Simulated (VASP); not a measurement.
# KCl (P-1) in VASP: further runs

KCl is run at these levels: PBEsol; tasks: single point.

Program: VASP 6.6.1. These are calculated values, not measurements. Logs are shortened: lines on timing, memory, paths and dates and some standing lists are left out, and cuts for length are marked.

## (1) The cell of the first run

The typed cell holds 4 atoms: a = 4.518 Å, b = 4.518 Å, c = 7.884 Å, α = 70.99°, β = 70.99°, γ = 58.48°.

## (2) Single point, PBEsol (atoms displaced along a vibrational mode, the cell strained)

File INCAR:

```
SYSTEM = KCl
  PREC = Accurate
  ENCUT = 520
  EDIFF = 1E-7
  ISMEAR = 0
  SIGMA = 0.05
  LREAL = .False.
  LASPH = .True.
  NELM = 80
  ALGO = Normal
  ISIF = 2
  LWAVE = .False.
  LCHARG = .False.
  GGA = PS
  NBANDS = 24
```

File KPOINTS:

```
Automatic mesh
0
Gamma
  6 6 6
  0 0 0
```

File POSCAR:

```
KCl
1.0
    0.0000000000     -3.1207041401     -3.2664410234
   -3.1207041401      0.0000000000     -3.2664410234
    3.1207041401      3.1207041401     -6.5328820469
K Cl
2 2
Direct
    0.5000000000      0.5000000000      0.5000000000
    0.0000000000      1.0000000000      0.0000000000
    0.7939847428      0.7698114908      0.7500000000
    0.2060152572      0.2301885092      0.2500000000
```

Potentials or basis: VASP PAW PBE potentials, release 64 (K_sv, Cl).

Run with:

```console
> cat potpaw_PBE.64/K_sv/POTCAR potpaw_PBE.64/Cl/POTCAR > POTCAR
> mpirun -np 1 vasp_std > vasp.out
```

OUTCAR:

```text
SYSTEM = KCl
   PREC = Accurate
   ENCUT = 520
   EDIFF = 1E-7
   ISMEAR = 0
   LREAL = .False.
   LASPH = .True.
   NELM = 80
   ISIF = 2
   GGA = PS

 ion  position               nearest neighbor table
   1  0.500  0.500  0.500-   4 2.99   3 2.99   3 3.07   4 3.07
   2  0.000  0.000  0.000-   3 3.06   4 3.06   3 3.19   4 3.19
   3  0.794  0.770  0.750-   1 2.99   2 3.06   1 3.07   2 3.19
   4  0.206  0.230  0.250-   1 2.99   2 3.06   1 3.07   2 3.19

  LATTYP: Found a base centered monoclinic cell.
 ALAT       =     7.8839163173
 B/A-ratio  =     0.5597905840
 C/A-ratio  =     1.0000000000
 COS(beta)  =    -0.3732690042

  Lattice vectors:

 A1 = (   0.0000000000,   3.1207041401,   3.2664410234)
 A2 = (   3.1207041401,   0.0000000000,   3.2664410234)
 A3 = (   3.1207041401,   3.1207041401,  -6.5328820469)

Analysis of symmetry for initial positions (statically):
=====================================================================
 Subroutine PRICEL returns:
 Original cell was already a primitive cell.

 Routine SETGRP: Setting up the symmetry group for a
 base centered monoclinic supercell.

 Subroutine GETGRP returns: Found  2 space group operations
 (whereof  2 operations were pure point group operations)
 out of a pool of  4 trial point group operations.

The static configuration has the point symmetry S_2 .

Analysis of symmetry for dynamics (positions and initial velocities):
=====================================================================
 Subroutine PRICEL returns:
 Original cell was already a primitive cell.

 Routine SETGRP: Setting up the symmetry group for a
 base centered monoclinic supercell.

 Subroutine GETGRP returns: Found  2 space group operations
 (whereof  2 operations were pure point group operations)
 out of a pool of  4 trial point group operations.

The dynamic configuration has the point symmetry S_2 .

 Subroutine INISYM returns: Found  2 space group operations
 (whereof  2 operations are pure point group operations),
 and found     1 'primitive' translations

----------------------------------------------------------------------------------------

                                     Primitive cell

  volume of cell :     127.2448

  direct lattice vectors                    reciprocal lattice vectors
     0.000000000 -3.120704140 -3.266441023     0.080110125 -0.240330376 -0.076535899
    -3.120704140  0.000000000 -3.266441023    -0.240330376  0.080110125 -0.076535899
     3.120704140  3.120704140 -6.532882047     0.080110125  0.080110125 -0.076535899

  length of vectors
     4.517569179  4.517569179  7.883916317     0.264639501  0.264639501  0.136722376

  position of ions in fractional coordinates (direct lattice)
     0.500000000  0.500000000  0.500000000
     0.000000000  0.000000000  0.000000000
     0.793984743  0.769811491  0.750000000
     0.206015257  0.230188509  0.250000000

  ion indices of the primitive-cell ions
   primitive index   ion index
                 1           1
                 2           2
                 3           3
                 4           4

----------------------------------------------------------------------------------------

 KPOINTS: Automatic mesh

Automatic generation of k-mesh.
 Grid dimensions read from file:
 generate k-points for:    6    6    6

 Generating k-lattice:

  Cartesian coordinates                     Fractional coordinates (reciprocal lattice)
     0.013351688 -0.040055063 -0.012755983     0.166666667 -0.000000000  0.000000000
    -0.040055063  0.013351688 -0.012755983    -0.000000000  0.166666667  0.000000000
     0.013351688  0.013351688 -0.012755983    -0.000000000 -0.000000000  0.166666667

  Length of vectors
     0.044106584  0.044106584  0.022787063

  Shift w.r.t. Gamma in fractional coordinates (k-lattice)
     0.000000000  0.000000000  0.000000000

 Subroutine IBZKPT returns following result:
 ===========================================

 Found    112 irreducible k-points:

 Following reciprocal coordinates:
            Coordinates               Weight
  0.000000  0.000000  0.000000      1.000000
  0.166667  0.000000  0.000000      2.000000
  0.000000 -0.166667 -0.000000      2.000000
  0.333333 -0.000000  0.000000      2.000000
  0.000000 -0.333333  0.000000      2.000000
  0.500000  0.000000 -0.000000      1.000000
[... 16 lines left out ...]
  0.000000 -0.166667 -0.166667      2.000000
  0.333333 -0.000000  0.166667      2.000000
 [... further k-points ...]
   k-points           NKPTS =    112   k-points in BZ     NKDIM =    112   number of bands    NBANDS=     24
   number of dos      NEDOS =    301   number of ions     NIONS =      4
   total plane-waves  NPLWV =  77760
   dimension x,y,z NGX =    36 NGY =   36 NGZ =   60
   dimension x,y,z NGXF=    72 NGYF=   72 NGZF=  120
   ions per type =               2   2
   NGX,Y,Z   is equivalent  to a cutoff of  13.25, 13.25, 12.65 a.u.
   NGXF,Y,Z  is equivalent  to a cutoff of  26.50, 26.50, 25.30 a.u.
 SYSTEM =  KCl
   PREC   = accura    normal or accurate (medium, high low for compatibility)
   ISTART =      0    job   : 0-new  1-cont  2-samecut
   ICHARG =      2    charge: 1-file 2-atom 10-const
   ISPIN  =      1    spin polarized calculation?
   LNONCOLLINEAR =      F non collinear calculations
   LSORBIT =      F    spin-orbit coupling
   LASPH  =      T    aspherical Exc in radial PAW
   ENCUT  =  520.0 eV  38.22 Ry    6.18 a.u.   8.40  8.40 14.66*2*pi/ulx,y,z
   NELM   =     80;   NELMIN=  2; NELMDL= -5     # of ELM steps
   EDIFF  = 0.1E-06   stopping-criterion for ELM
   LREAL  =      F    real-space projection
   EDIFFG = 0.1E-05   stopping-criterion for IOM
   NSW    =      0    number of steps for IOM
   IBRION =     -1    ionic relax: 0-MD 1-quasi-New 2-CG
   NFREE  =      0    steps in history (QN), initial steepest desc. (CG)
   ISIF   =      2    stress and relaxation
   ISYM   =      2    0-nonsym 1-usesym 2-fastsym
   POTIM  = 0.5000    time-step for ionic-motion
   TEBEG  =    0.0;   TEEND  =   0.0 temperature during run
   PSTRESS=    0.0 pullay stress
   NELECT =      32.0000    total number of electrons
   NUPDOWN=      -1.0000    fix difference up-down
   EMIN   =  10.00;   EMAX   =-10.00  energy-range for DOS
   EFERMI =   0.00;   METHOD = LEGACY
   ISMEAR =     0;   SIGMA  =   0.05  broadening in eV -4-tet -1-fermi 0-gaus
   EFERMI_NEDOS =   21; number of points for ismear=-14 and -15
   IALGO  =     38    algorithm
   IMIX   =      4    mixing-type and parameters
     AMIX     =   0.40;   BMIX     =  1.00
     AMIX_MAG =   1.60;   BMIX_MAG =  1.00
  volume/ion in A,a.u.               =      31.81       214.67
  Fermi-wavevector in a.u.,A,eV,Ry     =   1.033344  1.952737 14.528292  1.067799
  Thomas-Fermi vector in A             =   2.167586
   LORBIT       =      0    0 simple, 1 ext, 2 COOP (PROOUT), +10 PAW based schemes
   GGA     = PS    functional components
   LHFCALC =     F    Hartree Fock is set to
   AEXX    =    0.0000 exact exchange contribution
   IVDW    =     0    specifies the selected vdW correction
   LEPSILON=     F    determine dielectric tensor
   LRPA    =     F    only Hartree local field effects (RPA)
 non-spin polarized calculation
 Gauss-broadening in eV      SIGMA  =   0.05
  energy-cutoff  :      520.00
  volume of cell :      127.24
 maximum number of plane-waves:      3445
 NGX is ok and might be reduce to    36
   NGX = 17   NGY = 17   NGZ = 29

 number of electron      32.0000001 magnetization

 Free energy of the ion-electron system (eV)
  ---------------------------------------------------
  ext. energy  EPLUGINS =         0.00000000
  ---------------------------------------------------
  free energy    TOTEN  =       -13.95080619 eV

  energy without entropy =      -13.95080619  energy(sigma->0) =      -13.95080619

 E-fermi :  -1.6202     XC(G=0):  -7.6134

 val. band max:       -1.9446768393   @ k =   0.0000   0.0000   0.0000
 cond. band min:       2.9513274716   @ k =   0.0000   0.0000   0.0000
 fundamental gap:      4.8960043108
 Fermi energy:        -1.6201767186

 k-point     1 :       0.0000    0.0000    0.0000
  band No.  band energies     occupation
      1     -29.0783      2.00000
      2     -29.0310      2.00000
      3     -14.2592      2.00000
      4     -14.0583      2.00000
      5     -12.6207      2.00000
      6     -12.6138      2.00000
[... 16 lines left out ...]
     23       7.2484      0.00000
     24       7.5152      0.00000

 k-point     2 :       0.1667    0.0000    0.0000
  band No.  band energies     occupation
      1     -29.0765      2.00000
      2     -29.0293      2.00000
      3     -14.2039      2.00000
      4     -14.1060      2.00000
      5     -12.6450      2.00000
      6     -12.6202      2.00000
[... 16 lines left out ...]
     23       7.4354      0.00000
     24       7.7073      0.00000

 k-point     3 :       0.0000   -0.1667   -0.0000
  band No.  band energies     occupation
      1     -29.0765      2.00000
      2     -29.0293      2.00000
      3     -14.2027      2.00000
      4     -14.1083      2.00000
      5     -12.6392      2.00000
      6     -12.6238      2.00000
[... 16 lines left out ...]
     23       7.5040      0.00000
     24       7.6962      0.00000

 k-point     4 :       0.3333   -0.0000    0.0000
  band No.  band energies     occupation
      1     -29.0730      2.00000
      2     -29.0260      2.00000
      3     -14.1702      2.00000
      4     -14.1043      2.00000
      5     -12.6999      2.00000
      6     -12.6329      2.00000
[... 16 lines left out ...]
     23       7.8781      0.00000
     24       7.9550      0.00000

 k-point     5 :       0.0000   -0.3333    0.0000
  band No.  band energies     occupation
      1     -29.0729      2.00000
      2     -29.0260      2.00000
      3     -14.1628      2.00000
      4     -14.1150      2.00000
      5     -12.6940      2.00000
      6     -12.6389      2.00000
[... 451 lines left out ...]
 k-point    22 :       0.1667    0.0000    0.1667
  band No.  band energies     occupation
      1     -29.0765      2.00000
      2     -29.0293      2.00000
      3     -14.2044      2.00000
      4     -14.1061      2.00000
      5     -12.6372      2.00000
      6     -12.6235      2.00000
[... 16 lines left out ...]
     23       7.5681      0.00000
     24       7.5853      0.00000

 k-point    23 :       0.0000   -0.1667   -0.1667
  band No.  band energies     occupation
      1     -29.0765      2.00000
      2     -29.0294      2.00000
      3     -14.1940      2.00000
      4     -14.1189      2.00000
      5     -12.6354      2.00000
      6     -12.6242      2.00000
[... 16 lines left out ...]
     23       7.5596      0.00000
     24       7.6242      0.00000

 k-point    24 :       0.3333   -0.0000    0.1667
  band No.  band energies     occupation
      1     -29.0730      2.00000
      2     -29.0259      2.00000
      3     -14.2068      2.00000
      4     -14.0623      2.00000
      5     -12.7070      2.00000
      6     -12.6395      2.00000
[... 16 lines left out ...]
     23       7.8117      0.00000
     24       8.0029      0.00000

 [... further k-points ...]
[... 5 lines left out ...]
  --------------------------------------------------------------------------------------
  -------------------------------------------------------------------------------------
  Total       -0.1354048      0.1738684     -0.5887238     -0.0210087     -0.1370508     -0.0762345
  in kB       -1.7049223      2.1892294     -7.4127985     -0.2645267     -1.7256474     -0.9598911
  external PRESSURE =      -2.3094972 kB  Pullay stress =       0.0000000 kB

 VOLUME and BASIS-vectors are now :
 -----------------------------------------------------------------------------
  energy-cutoff  :      520.00
  volume of cell :      127.24
      direct lattice vectors                 reciprocal lattice vectors
     0.000000000 -3.120704140 -3.266441023     0.080110125 -0.240330376 -0.076535899
    -3.120704140  0.000000000 -3.266441023    -0.240330376  0.080110125 -0.076535899
     3.120704140  3.120704140 -6.532882047     0.080110125  0.080110125 -0.076535899

 POSITION                                       TOTAL-FORCE (eV/Angst)
 -----------------------------------------------------------------------------------
      0.00000      0.00000     -6.53288         0.000000      0.000000     -0.000000
      0.00000      0.00000      0.00000         0.000000      0.000000     -0.000000
     -0.06183     -0.13726    -10.00771         0.096763      0.222834      0.167527
      0.06183      0.13726     -3.05805        -0.096763     -0.222834     -0.167527
 -----------------------------------------------------------------------------------
    total drift:                                0.000000      0.000000     -0.000000

  FREE ENERGIE OF THE ION-ELECTRON SYSTEM (eV)
  ---------------------------------------------------
  free  energy   TOTEN  =       -13.9508061929 eV

  energy  without entropy=      -13.9508061929  energy(sigma->0) =      -13.95080619
```

It took 12 min on 1 thread of Intel Xeon 8259CL, shared host; peak memory 0.45 GiB.

What came out:

```
Free energy            : -13.9508 eV
Pressure               : -0.2 GPa
Largest force          : 0.295 eV/Å
Band gap on the k mesh : 4.90 eV
```

Forces in eV/Å, atoms in the order of the input:
```
K    0.000  0.000  0.000
K    0.000  0.000  0.000
Cl   0.097  0.223  0.168
Cl  -0.097 -0.223 -0.168
```

Caveat: the cell differs from its parent crystal (atoms displaced along a vibrational mode, the cell strained); the PAW data sets were made with another functional, which shifts forces and pressure a little.

[end of part 1 of 2]
